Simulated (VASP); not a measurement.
# ZnS (P6_3mc) in VASP: single point with r2SCAN

Aim: the single point of ZnS with r2SCAN.

All numbers are computed with VASP 6.6.1; they aren't measurements. Logs are shortened: lines on timing, memory, paths and dates and some standing lists are left out, and cuts for length are marked.

## Step 1: The cell of the first run

The structure is hexagonal, space group P6_3mc (No. 186). Conventional cell: a = 3.808 Å, b = 3.808 Å, c = 18.688 Å, α = 90.00°, β = 90.00°, γ = 120.00°. Within 3.1 Å of Zn (site symmetry 3m) lie 4 S at 2.33 Å. Zn (site symmetry 3m) has 4 S at 2.33 Å within 3.1 Å. Within 3.1 Å of Zn (site symmetry 3m) lie 4 S at 2.33 to 2.34 Å. S (site symmetry 3m) has 4 Zn at 2.33 Å within 3.1 Å. S (site symmetry 3m) has 4 Zn at 2.33 Å within 3.1 Å. Within 3.1 Å of S (site symmetry 3m) lie 4 Zn at 2.33 to 2.34 Å.

## Step 2: Single point, r2SCAN

Input file POSCAR:

```
ZnS
1.0
    3.8084327919      0.0000000000      0.0000000000
   -1.9042163959      3.2981995464      0.0000000000
    0.0000000000      0.0000000000     18.6880104961
Zn S
6 6
Direct
    0.3333333333      0.6666666667      0.8332733122
    0.6666666667      0.3333333333      0.3332733122
    0.6666666667      0.3333333333      0.6668148654
    0.3333333333      0.6666666667      0.1668148654
    0.0000000000      0.0000000000      0.5000312016
    0.0000000000      0.0000000000      1.0000312016
    0.3333333333      0.6666666667      0.9581258908
    0.6666666667      0.3333333333      0.4581258908
    0.6666666667      0.3333333333      0.7916458914
    0.3333333333      0.6666666667      0.2916458914
    0.0000000000      0.0000000000      0.6251098285
    0.0000000000      0.0000000000      0.1251098285
```

Input file INCAR.step1:

```
SYSTEM = ZnS
ALGO     = Normal         ! electronic algorithm
EDIFF    = 1E-4           ! SCF threshold, eV
ENCUT    = 520            ! plane-wave cutoff, eV
GGA      = PE             ! functional
ISMEAR   = -1             ! smearing method
LASPH    = .TRUE.         ! aspherical terms in the spheres
LCHARG   = .FALSE.        ! write CHGCAR
LREAL    = .FALSE.        ! projectors in reciprocal space
LWAVE    = .TRUE.         ! write WAVECAR
NBANDS   = 66             ! bands
NELM     = 80             ! most SCF steps
PREC     = Accurate       ! precision mode
SIGMA    = 0.02           ! smearing width, eV
```

Input file INCAR.step2:

```
SYSTEM = ZnS
ALGO     = Normal         ! electronic algorithm
EDIFF    = 1E-6           ! SCF threshold, eV
ENCUT    = 520            ! plane-wave cutoff, eV
ISIF     = 2              ! what is computed and relaxed
ISMEAR   = -1             ! smearing method
ISTART   = 1            
LASPH    = .TRUE.         ! aspherical terms in the spheres
LCHARG   = .FALSE.        ! write CHGCAR
LMIXTAU  = .TRUE.       
LREAL    = .FALSE.        ! projectors in reciprocal space
LWAVE    = .FALSE.        ! write WAVECAR
METAGGA  = R2SCAN         ! meta-GGA
NBANDS   = 66             ! bands
NELM     = 80             ! most SCF steps
PREC     = Accurate       ! precision mode
SIGMA    = 0.02           ! smearing width, eV
```

Input file KPOINTS:

```
k-points
0
G
  12 12 2
  0 0 0
```

Potentials or basis: VASP PAW PBE potentials, release 64 (Zn, S).

The run is started by

```console
> cat potpaw_PBE.64/Zn/POTCAR potpaw_PBE.64/S/POTCAR > POTCAR
> cp INCAR.step1 INCAR
> mpirun -np 1 vasp_std > vasp.out
> cp INCAR.step2 INCAR
> mpirun -np 1 vasp_std > vasp.out
```

OUTCAR:

```text
SYSTEM = ZnS
   EDIFF = 1E-6
   ENCUT = 520
   ISIF = 2
   ISMEAR = -1
   ISTART = 1
   LASPH = .TRUE.
   LREAL = .FALSE.
   METAGGA = R2SCAN
   NELM = 80
   PREC = Accurate

 ion  position               nearest neighbor table
   1  0.333  0.667  0.833-   9 2.33   9 2.33   9 2.33   7 2.33
   2  0.667  0.333  0.333-  10 2.33  10 2.33  10 2.33   8 2.33
   3  0.667  0.333  0.667-   9 2.33  11 2.33  11 2.33  11 2.33
   4  0.333  0.667  0.167-  10 2.33  12 2.33  12 2.33  12 2.33
   5  0.000  0.000  0.500-   8 2.33   8 2.33   8 2.33  11 2.34
   6  0.000  0.000  0.000-   7 2.33   7 2.33   7 2.33  12 2.34
   7  0.333  0.667  0.958-   1 2.33   6 2.33   6 2.33   6 2.33
   8  0.667  0.333  0.458-   2 2.33   5 2.33   5 2.33   5 2.33
   9  0.667  0.333  0.792-   1 2.33   1 2.33   1 2.33   3 2.33
  10  0.333  0.667  0.292-   2 2.33   2 2.33   2 2.33   4 2.33
  11  0.000  0.000  0.625-   3 2.33   3 2.33   3 2.33   5 2.34
  12  0.000  0.000  0.125-   4 2.33   4 2.33   4 2.33   6 2.34

  LATTYP: Found a hexagonal cell.
 ALAT       =     3.8084327919
 C/A-ratio  =     4.9070080837

  Lattice vectors:

 A1 = (   3.8084327919,   0.0000000000,   0.0000000000)
 A2 = (  -1.9042163959,   3.2981995464,   0.0000000000)
 A3 = (   0.0000000000,   0.0000000000,  18.6880104961)

Analysis of symmetry for initial positions (statically):
=====================================================================
 Subroutine PRICEL returns:
 Original cell was already a primitive cell.

 Routine SETGRP: Setting up the symmetry group for a
 hexagonal supercell.

 Subroutine GETGRP returns: Found 12 space group operations
 (whereof  6 operations were pure point group operations)
 out of a pool of 24 trial point group operations.

The static configuration has the point symmetry C_3v.
 The point group associated with its full space group is C_6v.

Analysis of symmetry for dynamics (positions and initial velocities):
=====================================================================
 Subroutine PRICEL returns:
 Original cell was already a primitive cell.

 Routine SETGRP: Setting up the symmetry group for a
 hexagonal supercell.

 Subroutine GETGRP returns: Found 12 space group operations
 (whereof  6 operations were pure point group operations)
 out of a pool of 24 trial point group operations.

The dynamic configuration has the point symmetry C_3v.
 The point group associated with its full space group is C_6v.

 Subroutine INISYM returns: Found 12 space group operations
 (whereof  6 operations are pure point group operations),
 and found     1 'primitive' translations

----------------------------------------------------------------------------------------

                                     Primitive cell

  volume of cell :     234.7396

  direct lattice vectors                    reciprocal lattice vectors
     3.808432792  0.000000000  0.000000000     0.262575199  0.151597862  0.000000000
    -1.904216396  3.298199546  0.000000000     0.000000000  0.303195724  0.000000000
     0.000000000  0.000000000 18.688010496     0.000000000  0.000000000  0.053510244

  length of vectors
     3.808432792  3.808432792 18.688010496     0.303195724  0.303195724  0.053510244

  position of ions in fractional coordinates (direct lattice)
     0.333333333  0.666666667  0.833273312
     0.666666667  0.333333333  0.333273312
     0.666666667  0.333333333  0.666814865
     0.333333333  0.666666667  0.166814865
     0.000000000  0.000000000  0.500031202
     0.000000000  0.000000000  0.000031202
     0.333333333  0.666666667  0.958125891
     0.666666667  0.333333333  0.458125891
     0.666666667  0.333333333  0.791645891
     0.333333333  0.666666667  0.291645891
     0.000000000  0.000000000  0.625109829
     0.000000000  0.000000000  0.125109829

  ion indices of the primitive-cell ions
   primitive index   ion index
                 1           1
                 2           2
                 3           3
                 4           4
                 5           5
                 6           6
                 7           7
                 8           8
                 9           9
                10          10
                11          11
                12          12

----------------------------------------------------------------------------------------

 KPOINTS: k-points

Automatic generation of k-mesh.
 Grid dimensions read from file:
 generate k-points for:   12   12    2

 Generating k-lattice:

  Cartesian coordinates                     Fractional coordinates (reciprocal lattice)
     0.021881267  0.012633155  0.000000000     0.083333333  0.000000000  0.000000000
     0.000000000  0.025266310  0.000000000     0.000000000  0.083333333  0.000000000
     0.000000000  0.000000000  0.026755122     0.000000000  0.000000000  0.500000000

  Length of vectors
     0.025266310  0.025266310  0.026755122

  Shift w.r.t. Gamma in fractional coordinates (k-lattice)
     0.000000000  0.000000000  0.000000000

 Subroutine IBZKPT returns following result:
 ===========================================

 Found     38 irreducible k-points:

 Following reciprocal coordinates:
            Coordinates               Weight
  0.000000  0.000000  0.000000      1.000000
  0.083333 -0.000000  0.000000      6.000000
  0.166667 -0.000000  0.000000      6.000000
  0.250000 -0.000000  0.000000      6.000000
  0.333333  0.000000  0.000000      6.000000
  0.416667  0.000000  0.000000      6.000000
[... 16 lines left out ...]
  0.250000 -0.000000  0.500000      6.000000
  0.333333  0.000000  0.500000      6.000000
 [... further k-points ...]
   k-points           NKPTS =     38   k-points in BZ     NKDIM =     38   number of bands    NBANDS=     66
   number of dos      NEDOS =    301   number of ions     NIONS =     12
   total plane-waves  NPLWV = 109760
   dimension x,y,z NGX =    28 NGY =   28 NGZ =  140
   dimension x,y,z NGXF=    56 NGYF=   56 NGZF=  280
   ions per type =               6   6
   NGX,Y,Z   is equivalent  to a cutoff of  12.22, 12.22, 12.45 a.u.
   NGXF,Y,Z  is equivalent  to a cutoff of  24.45, 24.45, 24.91 a.u.
 SYSTEM =  ZnS
   PREC   = accura    normal or accurate (medium, high low for compatibility)
   ISTART =      1    job   : 0-new  1-cont  2-samecut
   ICHARG =      0    charge: 1-file 2-atom 10-const
   ISPIN  =      1    spin polarized calculation?
   LNONCOLLINEAR =      F non collinear calculations
   LSORBIT =      F    spin-orbit coupling
   LASPH  =      T    aspherical Exc in radial PAW
   ENCUT  =  520.0 eV  38.22 Ry    6.18 a.u.   7.08  7.08 34.75*2*pi/ulx,y,z
   NELM   =     80;   NELMIN=  2; NELMDL=  0     # of ELM steps
   EDIFF  = 0.1E-05   stopping-criterion for ELM
   LREAL  =      F    real-space projection
   EDIFFG = 0.1E-04   stopping-criterion for IOM
   NSW    =      0    number of steps for IOM
   IBRION =     -1    ionic relax: 0-MD 1-quasi-New 2-CG
   NFREE  =      0    steps in history (QN), initial steepest desc. (CG)
   ISIF   =      2    stress and relaxation
   ISYM   =      2    0-nonsym 1-usesym 2-fastsym
   POTIM  = 0.5000    time-step for ionic-motion
   TEBEG  =    0.0;   TEEND  =   0.0 temperature during run
   PSTRESS=    0.0 pullay stress
   NELECT =     108.0000    total number of electrons
   NUPDOWN=      -1.0000    fix difference up-down
   EMIN   =  10.00;   EMAX   =-10.00  energy-range for DOS
   EFERMI =   0.00;   METHOD = LEGACY
   ISMEAR =    -1;   SIGMA  =   0.02  broadening in eV -4-tet -1-fermi 0-gaus
   EFERMI_NEDOS =   21; number of points for ismear=-14 and -15
   IALGO  =     38    algorithm
   IMIX   =      4    mixing-type and parameters
     AMIX     =   0.40;   BMIX     =  1.00
     AMIX_MAG =   1.60;   BMIX_MAG =  1.00
  volume/ion in A,a.u.               =      19.56       132.01
  Fermi-wavevector in a.u.,A,eV,Ry     =   1.263826  2.388285 21.731993  1.597256
  Thomas-Fermi vector in A             =   2.397163
   LORBIT       =      0    0 simple, 1 ext, 2 COOP (PROOUT), +10 PAW based schemes
   METAGGA = R2SCAN    functional components
   LHFCALC =     F    Hartree Fock is set to
   AEXX    =    0.0000 exact exchange contribution
   IVDW    =     0    specifies the selected vdW correction
   LEPSILON=     F    determine dielectric tensor
   LRPA    =     F    only Hartree local field effects (RPA)
 non-spin polarized calculation
  energy-cutoff  :      520.00
  volume of cell :      234.74
 maximum number of plane-waves:      6375
   NGX = 15   NGY = 15   NGZ = 69

 number of electron     108.0000002 magnetization

 Free energy of the ion-electron system (eV)
  ---------------------------------------------------
  ext. energy  EPLUGINS =         0.00000000
  ---------------------------------------------------
  free energy    TOTEN  =      -113.19137683 eV

  energy without entropy =     -113.19137683  energy(sigma->0) =     -113.19137683

 E-fermi :   2.3057     XC(G=0): -10.3242

 val. band max:        1.9169096234   @ k =   0.0000   0.0000   0.0000
 cond. band min:       4.6571002979   @ k =   0.0000   0.0000   0.0000
 fundamental gap:      2.7401906745
 Fermi energy:         2.3056500431

 k-point     1 :       0.0000    0.0000    0.0000
  band No.  band energies     occupation
      1     -11.8282      2.00000
      2     -11.6219      2.00000
      3     -11.6132      2.00000
      4     -11.1460      2.00000
      5     -11.1364      2.00000
      6     -10.8666      2.00000
[... 58 lines left out ...]
     65       8.8619      0.00000
     66       8.9911      0.00000

 k-point     2 :       0.0833   -0.0000    0.0000
  band No.  band energies     occupation
      1     -11.7794      2.00000
      2     -11.5768      2.00000
      3     -11.5682      2.00000
      4     -11.1113      2.00000
      5     -11.1017      2.00000
      6     -10.8392      2.00000
[... 1576 lines left out ...]
     65       9.1708      0.00000
     66       9.1708      0.00000

 [... further k-points ...]

------------------------ aborting loop because EDIFF is reached ----------------------------------------

  FORCE on cell =-STRESS in cart. coord.  units (eV):
  Direction    XX          YY          ZZ          XY          YZ          ZX
  --------------------------------------------------------------------------------------
  -------------------------------------------------------------------------------------
  Total        0.0780977      0.0780977      0.0771703      0.0000000      0.0000000      0.0000000
  in kB        0.5330434      0.5330434      0.5267133      0.0000000      0.0000000      0.0000000
  external PRESSURE =       0.5309334 kB  Pullay stress =       0.0000000 kB

 VOLUME and BASIS-vectors are now :
 -----------------------------------------------------------------------------
  energy-cutoff  :      520.00
  volume of cell :      234.74
      direct lattice vectors                 reciprocal lattice vectors
     3.808432792  0.000000000  0.000000000     0.262575199  0.151597862  0.000000000
    -1.904216396  3.298199546  0.000000000     0.000000000  0.303195724  0.000000000
     0.000000000  0.000000000 18.688010496     0.000000000  0.000000000  0.053510244

 POSITION                                       TOTAL-FORCE (eV/Angst)
 -----------------------------------------------------------------------------------
     -0.00000      2.19880     15.57222        -0.000000     -0.000000     -0.000041
      1.90422      1.09940      6.22822         0.000000     -0.000000     -0.000041
      1.90422      1.09940     12.46144         0.000000     -0.000000      0.002909
     -0.00000      2.19880      3.11744        -0.000000      0.000000      0.002909
      0.00000      0.00000      9.34459         0.000000     -0.000000     -0.016374
      0.00000      0.00000      0.00058        -0.000000      0.000000     -0.016374
     -0.00000      2.19880     17.90547         0.000000     -0.000000      0.004045
      1.90422      1.09940      8.56146         0.000000     -0.000000      0.004045
      1.90422      1.09940     14.79429         0.000000     -0.000000      0.007189
     -0.00000      2.19880      5.45028         0.000000     -0.000000      0.007189
      0.00000      0.00000     11.68206         0.000000     -0.000000      0.002273
      0.00000      0.00000      2.33805         0.000000     -0.000000      0.002273
 -----------------------------------------------------------------------------------
    total drift:                               -0.000001     -0.000002     -0.071340

  FREE ENERGIE OF THE ION-ELECTRON SYSTEM (eV)
  ---------------------------------------------------
  free  energy   TOTEN  =      -113.1913768324 eV

  energy  without entropy=     -113.1913768324  energy(sigma->0) =     -113.19137683
```

Run time: 52 min. Hardware: 1 thread of Oxide Virtual Turin-like, shared host; peak memory 0.6 GiB.

Results:

| Quantity | Value |
| --- | --- |
| Free energy | -113.1914 eV |
| Pressure | 0.1 GPa |
| Largest force | 0.016 eV/Å |
| Band gap on the k mesh | 2.74 eV |

Forces in eV/Å, atoms in the order of the input:
```
Zn   0.000  0.000  0.000
Zn   0.000  0.000  0.000
Zn   0.000  0.000  0.003
Zn   0.000  0.000  0.003
Zn   0.000  0.000 -0.016
Zn   0.000  0.000 -0.016
S    0.000  0.000  0.004
S    0.000  0.000  0.004
S    0.000  0.000  0.007
S    0.000  0.000  0.007
S    0.000  0.000  0.002
S    0.000  0.000  0.002
```

Levels at points of the mesh, in eV from the valence-band top:
```csv
k point,band 51,band 52,band 53,band 54,band 55,band 56,band 57,band 58
"(0.00, 0.00, 0.00)",-0.25,-0.03,0.00,0.00,2.74,3.74,3.80,3.87
"(0.50, 0.00, 0.00)",-1.30,-1.30,-1.13,-0.91,3.86,3.94,4.02,4.31
"(0.00, 0.00, 0.50)",-0.07,-0.07,-0.07,-0.07,3.19,3.19,3.80,3.80
"(0.50, 0.00, 0.50)",-1.25,-1.25,-1.02,-1.02,3.77,3.77,4.27,4.27
```

Caveat: the PAW data sets were made with another functional, which shifts forces and pressure a little.
